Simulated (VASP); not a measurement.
# GaN (P6_3mc) in VASP: further runs

The runs below take GaN through single point, relaxation of shape and atoms at fixed volume, with PBE.

Program: VASP 6.6.1. These are calculated values, not measurements. Logs are shortened: lines on timing, memory, paths and dates and some standing lists are left out, and cuts for length are marked.

### Step 1. The cell of the first run

It takes space group P6_3mc (No. 186, hexagonal). The conventional cell has a = 3.282 Å, b = 3.282 Å, c = 5.346 Å, α = 90.00°, β = 90.00°, γ = 120.00°. Within 2.7 Å of Ga (site symmetry 3m) lie 4 N at 2.01 Å. N (site symmetry 3m) has 4 Ga at 2.01 Å within 2.7 Å.

### Step 2. Single point, PBE (12.46 Å³/atom)

INCAR reads:

```
ALGO     = Normal         # electronic algorithm
EDIFF    = 1E-6           # SCF threshold, eV
ENCUT    = 520            # plane-wave cutoff, eV
GGA      = PE             # functional
ISIF     = 2              # what is computed and relaxed
ISMEAR   = 0              # smearing method
LASPH    = T              # aspherical terms in the spheres
LCHARG   = F              # write CHGCAR
LREAL    = F              # projectors in reciprocal space
LWAVE    = F              # write WAVECAR
NBANDS   = 26             # bands
NELM     = 80             # most SCF steps
PREC     = Accurate       # precision mode
SIGMA    = 0.02           # smearing width, eV
```

KPOINTS reads:

```
k-points
0
Gamma
  12 12 6
```

POSCAR reads:

```
GaN
1.0
    3.2815513886      0.0000000000      0.0000000000
   -1.6407756943      2.8419068663      0.0000000000
    0.0000000000      0.0000000000      5.3458611201
Ga N
2 2
Direct
    0.3333333333      0.6666666667     -0.0008683119
    0.6666666667      0.3333333333      0.4991316881
    0.3333333333      0.6666666667      0.3758683119
    0.6666666667      0.3333333333      0.8758683119
```

Potentials or basis: VASP PAW PBE potentials, release 64 (Ga_d, N).

Command:

```bash
> cat potpaw_PBE.64/Ga_d/POTCAR potpaw_PBE.64/N/POTCAR > POTCAR
> mpirun -np 1 vasp_std > vasp.out
```

OUTCAR:

```text
EDIFF = 1E-6
   ENCUT = 520
   GGA = PE
   ISIF = 2
   ISMEAR = 0
   LASPH = T
   LREAL = F
   NELM = 80
   PREC = Accurate

 ion  position               nearest neighbor table
   1  0.333  0.667  0.999-   4 2.01   4 2.01   4 2.01   3 2.01
   2  0.667  0.333  0.499-   3 2.01   3 2.01   3 2.01   4 2.01
   3  0.333  0.667  0.376-   2 2.01   2 2.01   2 2.01   1 2.01
   4  0.667  0.333  0.876-   1 2.01   1 2.01   1 2.01   2 2.01

  LATTYP: Found a hexagonal cell.
 ALAT       =     3.2815513886
 C/A-ratio  =     1.6290651850

  Lattice vectors:

 A1 = (   3.2815513886,   0.0000000000,   0.0000000000)
 A2 = (  -1.6407756943,   2.8419068663,   0.0000000000)
 A3 = (   0.0000000000,   0.0000000000,   5.3458611201)

Analysis of symmetry for initial positions (statically):
=====================================================================
 Subroutine PRICEL returns:
 Original cell was already a primitive cell.

 Routine SETGRP: Setting up the symmetry group for a
 hexagonal supercell.

 Subroutine GETGRP returns: Found 12 space group operations
 (whereof  6 operations were pure point group operations)
 out of a pool of 24 trial point group operations.

The static configuration has the point symmetry C_3v.
 The point group associated with its full space group is C_6v.

Analysis of symmetry for dynamics (positions and initial velocities):
=====================================================================
 Subroutine PRICEL returns:
 Original cell was already a primitive cell.

 Routine SETGRP: Setting up the symmetry group for a
 hexagonal supercell.

 Subroutine GETGRP returns: Found 12 space group operations
 (whereof  6 operations were pure point group operations)
 out of a pool of 24 trial point group operations.

The dynamic configuration has the point symmetry C_3v.
 The point group associated with its full space group is C_6v.

 Subroutine INISYM returns: Found 12 space group operations
 (whereof  6 operations are pure point group operations),
 and found     1 'primitive' translations

----------------------------------------------------------------------------------------

                                     Primitive cell

  volume of cell :      49.8548

[... 88 lines left out ...]
   LSORBIT =      F    spin-orbit coupling
   LASPH  =      T    aspherical Exc in radial PAW
   ENCUT  =  520.0 eV  38.22 Ry    6.18 a.u.   6.10  6.10  9.94*2*pi/ulx,y,z
   NELM   =     80;   NELMIN=  2; NELMDL= -5     # of ELM steps
   EDIFF  = 0.1E-05   stopping-criterion for ELM
   LREAL  =      F    real-space projection
   EDIFFG = 0.1E-04   stopping-criterion for IOM
   NSW    =      0    number of steps for IOM
   IBRION =     -1    ionic relax: 0-MD 1-quasi-New 2-CG
   NFREE  =      0    steps in history (QN), initial steepest desc. (CG)
   ISIF   =      2    stress and relaxation
   ISYM   =      2    0-nonsym 1-usesym 2-fastsym
   POTIM  = 0.5000    time-step for ionic-motion
   TEBEG  =    0.0;   TEEND  =   0.0 temperature during run
   PSTRESS=    0.0 pullay stress
   NELECT =      36.0000    total number of electrons
   NUPDOWN=      -1.0000    fix difference up-down
   EMIN   =  10.00;   EMAX   =-10.00  energy-range for DOS
   EFERMI =   0.00;   METHOD = LEGACY
   ISMEAR =     0;   SIGMA  =   0.02  broadening in eV -4-tet -1-fermi 0-gaus
   EFERMI_NEDOS =   21; number of points for ismear=-14 and -15
   IALGO  =     38    algorithm
   IMIX   =      4    mixing-type and parameters
     AMIX     =   0.40;   BMIX     =  1.00
     AMIX_MAG =   1.60;   BMIX_MAG =  1.00
  volume/ion in A,a.u.               =      12.46        84.11
  Fermi-wavevector in a.u.,A,eV,Ry     =   1.468724  2.775485 29.349796  2.157149
  Thomas-Fermi vector in A             =   2.584187
   LORBIT       =      0    0 simple, 1 ext, 2 COOP (PROOUT), +10 PAW based schemes
   GGA     = PE    functional components
   LHFCALC =     F    Hartree Fock is set to
   AEXX    =    0.0000 exact exchange contribution
   IVDW    =     0    specifies the selected vdW correction
   LEPSILON=     F    determine dielectric tensor
   LRPA    =     F    only Hartree local field effects (RPA)
 non-spin polarized calculation
 Gauss-broadening in eV      SIGMA  =   0.02
  energy-cutoff  :      520.00
  volume of cell :       49.85
 maximum number of plane-waves:      1364
   NGX = 13   NGY = 13   NGZ = 19

 number of electron      36.0000028 magnetization

 Free energy of the ion-electron system (eV)
  ---------------------------------------------------
  ext. energy  EPLUGINS =         0.00000000
  ---------------------------------------------------
  free energy    TOTEN  =       -24.24985015 eV

  energy without entropy =      -24.24985015  energy(sigma->0) =      -24.24985015

 E-fermi :   4.5208     XC(G=0): -11.2098

 val. band max:        4.4144923460   @ k =   0.0000   0.0000   0.0000
 cond. band min:       5.7415346302   @ k =   0.0000   0.0000   0.0000
 fundamental gap:      1.3270422843
 Fermi energy:         4.5208148057

 k-point     1 :       0.0000    0.0000    0.0000
  band No.  band energies     occupation
      1     -10.8569      2.00000
      2     -10.2327      2.00000
      3      -8.9888      2.00000
      4      -8.9759      2.00000
      5      -8.9759      2.00000
      6      -8.9298      2.00000
[... 685 lines left out ...]
     25      15.2163      0.00000
     26      16.7685      0.00000

 [... further k-points ...]

------------------------ aborting loop because EDIFF is reached ----------------------------------------

  FORCE on cell =-STRESS in cart. coord.  units (eV):
  Direction    XX          YY          ZZ          XY          YZ          ZX
  --------------------------------------------------------------------------------------
  -------------------------------------------------------------------------------------
  Total       -2.6752105     -2.6752105     -2.6405905      0.0000000     -0.0000000     -0.0000000
  in kB      -85.9729495    -85.9729494    -84.8603698      0.0000000     -0.0000000     -0.0000000
  external PRESSURE =     -85.6020896 kB  Pullay stress =       0.0000000 kB

 VOLUME and BASIS-vectors are now :
 -----------------------------------------------------------------------------
  energy-cutoff  :      520.00
  volume of cell :       49.85
      direct lattice vectors                 reciprocal lattice vectors
     3.281551389  0.000000000  0.000000000     0.304733914  0.175938208  0.000000000
    -1.640775694  2.841906866  0.000000000     0.000000000  0.351876415  0.000000000
     0.000000000  0.000000000  5.345861120     0.000000000  0.000000000  0.187060602

 POSITION                                       TOTAL-FORCE (eV/Angst)
 -----------------------------------------------------------------------------------
     -0.00000      1.89460      5.34122        -0.000000     -0.000000     -0.008518
      1.64078      0.94730      2.66829         0.000000      0.000000     -0.008518
     -0.00000      1.89460      2.00934         0.000000      0.000000      0.008518
      1.64078      0.94730      4.68227        -0.000000      0.000000      0.008518
 -----------------------------------------------------------------------------------
    total drift:                               -0.000001     -0.000001      0.000784

  FREE ENERGIE OF THE ION-ELECTRON SYSTEM (eV)
  ---------------------------------------------------
  free  energy   TOTEN  =       -24.2498501505 eV

  energy  without entropy=      -24.2498501505  energy(sigma->0) =      -24.24985015
```

OSZICAR:

```text
N       E                     dE             d eps       ncg     rms          rms(c)
DAV:   1     0.283563324281E+03    0.28356E+03   -0.17704E+04  4192   0.251E+03
DAV:   2     0.960609827703E+01   -0.27396E+03   -0.25934E+03  4368   0.489E+02
DAV:   3    -0.267277762266E+02   -0.36334E+02   -0.35800E+02  4662   0.143E+02
DAV:   4    -0.279806049203E+02   -0.12528E+01   -0.12468E+01  4668   0.287E+01
DAV:   5    -0.280092285864E+02   -0.28624E-01   -0.28590E-01  4872   0.417E+00    0.105E+01
DAV:   6    -0.241955265849E+02    0.38137E+01   -0.10241E+01  6546   0.460E+01    0.314E+00
DAV:   7    -0.242685451929E+02   -0.73019E-01   -0.12271E+00  4172   0.910E+00    0.262E+00
DAV:   8    -0.242649015854E+02    0.36436E-02   -0.18379E-01  6476   0.448E+00    0.977E-01
DAV:   9    -0.242494191542E+02    0.15482E-01   -0.42681E-02  6038   0.326E+00    0.445E-01
DAV:  10    -0.242498525204E+02   -0.43337E-03   -0.79564E-03  4164   0.509E-01    0.123E-01
DAV:  11    -0.242498614761E+02   -0.89557E-05   -0.21607E-04  6444   0.275E-01    0.714E-02
DAV:  12    -0.242498581970E+02    0.32791E-05   -0.46838E-05  4232   0.489E-02    0.643E-02
DAV:  13    -0.242498562414E+02    0.19556E-05   -0.17943E-06  3374   0.127E-02    0.462E-02
DAV:  14    -0.242498503090E+02    0.59324E-05   -0.70070E-05  5080   0.913E-02    0.429E-02
DAV:  15    -0.242498501505E+02    0.15851E-06   -0.87394E-06  4780   0.267E-02
   1 F= -.24249850E+02 E0= -.24249850E+02  d E =-.139086E-16
```

It took 70 s on 1 thread of Intel Xeon Platinum 8375C at 2.90GHz (Ice Lake), shared host; peak memory 0.21 GiB.

Results:

| Quantity | Value |
| --- | --- |
| Free energy | -24.2499 eV |
| Pressure | -8.6 GPa |
| Largest force | 0.009 eV/Å |
| Band gap on the k mesh | 1.33 eV |

Forces in eV/Å, atoms in the order of the input:
```
Ga   0.000  0.000 -0.009
Ga   0.000  0.000 -0.009
N    0.000  0.000  0.009
N    0.000  0.000  0.009
```

Caveat: the cell stands under tension.

### Step 3. Relaxation of shape and atoms at fixed volume, PBE (11.05 Å³/atom)

This run uses another cell than the first one, of 11.05 Å³/atom.

INCAR reads:

```
SYSTEM = GaN
ALGO     = Normal         ! electronic algorithm
EDIFF    = 1E-6           ! SCF threshold, eV
EDIFFG   = -0.01          ! ionic threshold
ENCUT    = 600            ! plane-wave cutoff, eV
GGA      = PE             ! functional
IBRION   = 2              ! ionic algorithm
ISIF     = 4              ! what is computed and relaxed
ISMEAR   = 0              ! smearing method
LASPH    = .TRUE.         ! aspherical terms in the spheres
LCHARG   = .FALSE.        ! write CHGCAR
LREAL    = .FALSE.        ! projectors in reciprocal space
LWAVE    = .FALSE.        ! write WAVECAR
NELM     = 60             ! most SCF steps
NSW      = 50             ! ionic steps
PREC     = Accurate       ! precision mode
SIGMA    = 0.02           ! smearing width, eV
```

KPOINTS reads:

```
k-points
0
G
  12 12 6
  0 0 0
```

POSCAR reads:

```
GaN
1.0
    3.1527282559      0.0000000000      0.0000000000
   -1.5763641279      2.7303427608      0.0000000000
    0.0000000000      0.0000000000      5.1359998395
Ga N
2 2
Direct
    0.3333333333      0.6666666667     -0.0008683119
    0.6666666667      0.3333333333      0.4991316881
    0.3333333333      0.6666666667      0.3758683119
    0.6666666667      0.3333333333      0.8758683119
```

Potentials or basis: VASP PAW PBE potentials, release 64 (Ga_d, N).

Command:

```bash
> cat potpaw_PBE.64/Ga_d/POTCAR potpaw_PBE.64/N/POTCAR > POTCAR
> mpirun -np 1 vasp_std > vasp.out
```

It took 3.1 min on 1 thread of Intel Xeon Platinum 8375C at 2.90GHz (Ice Lake), shared host; peak memory 0.23 GiB.

Results (log left out):

- Free energy: -24.2267 eV
- Energy gained by relaxing: 0.0 meV/atom
- Ionic steps: 2
- Pressure after relaxing: 12.1 GPa
- Largest force after relaxing: 0.005 eV/Å
- Band gap on the k mesh: 2.13 eV

Forces in eV/Å, atoms in the order of the input:
```
Ga   0.000  0.000 -0.005
Ga   0.000  0.000 -0.005
N    0.000  0.000  0.005
N    0.000  0.000  0.005
```

Stress tensor (GPa, compression positive):
```
12.01  0.00  0.00
 0.00 12.01  0.00
 0.00  0.00 12.16
```

Final structure:
```
Ga N
1.0
     3.15286    0.00000    0.00000
    -1.57643    2.73046    0.00000
     0.00000    0.00000    5.13557
Ga N
2 2
Cartesian
  0.0000 1.8203 5.1317
  1.5764 0.9102 2.5639
  0.0000 1.8203 1.9297
  1.5764 0.9102 4.4975
```

Levels at points of the mesh, in eV from the valence-band top:
| k point | band 14 | band 15 | band 16 | band 17 | band 18 | band 19 | band 20 | band 21 | band 22 |
| --- | --- | --- | --- | --- | --- | --- | --- | --- | --- |
| (0.00, 0.00, 0.00) | -1.08 | -1.08 | -0.05 | 0.00 | 0.00 | 2.13 | 4.47 | 9.38 | 10.08 |
| (0.50, 0.00, 0.00) | -5.40 | -4.35 | -2.86 | -2.30 | -1.04 | 5.16 | 5.75 | 6.14 | 8.86 |
| (0.00, 0.00, 0.50) | -3.90 | -0.55 | -0.55 | -0.55 | -0.55 | 4.46 | 4.46 | 8.64 | 8.64 |
| (0.50, 0.00, 0.50) | -6.77 | -2.02 | -2.02 | -1.96 | -1.96 | 4.51 | 4.51 | 7.97 | 7.97 |

### Step 4. Relaxation of shape and atoms at fixed volume, PBE (11.41 Å³/atom)

This run uses another cell than the first one, of 11.41 Å³/atom.

INCAR reads:

```
SYSTEM = GaN
PREC = Accurate
ENCUT = 600
EDIFF = 1E-6
ISMEAR = 0
SIGMA = 0.02
LREAL = .FALSE.
LASPH = .TRUE.
NELM = 80
ALGO = Normal
ISIF = 4
LWAVE = .FALSE.
LCHARG = .FALSE.
GGA = PE
IBRION = 2
NSW = 50
EDIFFG = -0.01
```

KPOINTS reads:

```
Automatic mesh
0
G
  12 12 6
  0 0 0
```

POSCAR reads:

```
GaN
1.0
    3.1859173080      0.0000000000      0.0000000000
   -1.5929586540      2.7590853231      0.0000000000
    0.0000000000      0.0000000000      5.1900669689
Ga N
2 2
Direct
    0.3333333333      0.6666666667     -0.0008683119
    0.6666666667      0.3333333333      0.4991316881
    0.3333333333      0.6666666667      0.3758683119
    0.6666666667      0.3333333333      0.8758683119
```

Command:

```bash
> cat potpaw_PBE.64/Ga_d/POTCAR potpaw_PBE.64/N/POTCAR > POTCAR
> mpirun -np 1 vasp_std > vasp.out
```

It took 2.5 min on 1 thread of Intel Xeon Platinum 8375C at 2.90GHz (Ice Lake), shared host; peak memory 0.22 GiB.

The run converged. Its results:

| Property | Result |
| --- | --- |
| Free energy | -24.3054 eV |
| Pressure after relaxing | 5.5 GPa |
| Largest force after relaxing | 0.006 eV/Å |
| Band gap on the k mesh | 1.92 eV |

Forces in eV/Å, atoms in the order of the input:
```
Ga   0.000  0.000  0.006
Ga   0.000  0.000  0.006
N    0.000  0.000 -0.006
N    0.000  0.000 -0.006
```

Final structure:
```
Ga N
1.0
     3.18592    0.00000    0.00000
    -1.59296    2.75909    0.00000
     0.00000    0.00000    5.19007
Ga N
2 2
Direct
  0.33333 0.66667 0.99913
  0.66667 0.33333 0.49913
  0.33333 0.66667 0.37587
  0.66667 0.33333 0.87587
```

Levels at points of the mesh, in eV from the valence-band top:
| k point | band 14 | band 15 | band 16 | band 17 | band 18 | band 19 | band 20 | band 21 | band 22 |
| --- | --- | --- | --- | --- | --- | --- | --- | --- | --- |
| (0.00, 0.00, 0.00) | -1.03 | -1.03 | -0.04 | 0.00 | 0.00 | 1.92 | 4.26 | 9.20 | 9.90 |
| (0.50, 0.00, 0.00) | -5.29 | -4.20 | -2.74 | -2.20 | -1.00 | 5.07 | 5.57 | 6.05 | 8.60 |
| (0.00, 0.00, 0.50) | -3.84 | -0.53 | -0.53 | -0.53 | -0.53 | 4.26 | 4.26 | 8.47 | 8.47 |
| (0.50, 0.00, 0.50) | -6.60 | -1.94 | -1.94 | -1.89 | -1.89 | 4.41 | 4.41 | 7.77 | 7.77 |

Caveat: the relaxation stopped at its first step, so nothing moved.

### Step 5. Overview

```csv
task,cell,cutoff (eV),gap on the mesh (eV),pressure (GPa),largest force (eV/Å)
single point,"a = 3.282, b = 3.282, c = 5.346 Å, angles 90.0, 90.0, 120.0°, 4 atoms",520,1.33,-8.6,0.01
relaxation of shape and atoms at fixed volume,"relaxed from a = 3.153, b = 3.153, c = 5.136 Å, angles 90.0, 90.0, 120.0°, 4 atoms",600,2.13,12.1,-
relaxation of shape and atoms at fixed volume,"relaxed from a = 3.186, b = 3.186, c = 5.190 Å, angles 90.0, 90.0, 120.0°, 4 atoms",600,1.92,5.5,0.01
```

Alike in all rows: level PBE; potentials or basis VASP PAW PBE potentials, release 64 (Ga_d, N); no spin polarisation; k mesh 12 × 12 × 6; smearing gaussian 0.02 eV.

Caveats: the cell stands under tension (at least some runs); the relaxation stopped at its first step, so nothing moved (at least some runs).

Total energies depend on the potentials used, so only differences within one code and one set of settings carry meaning.
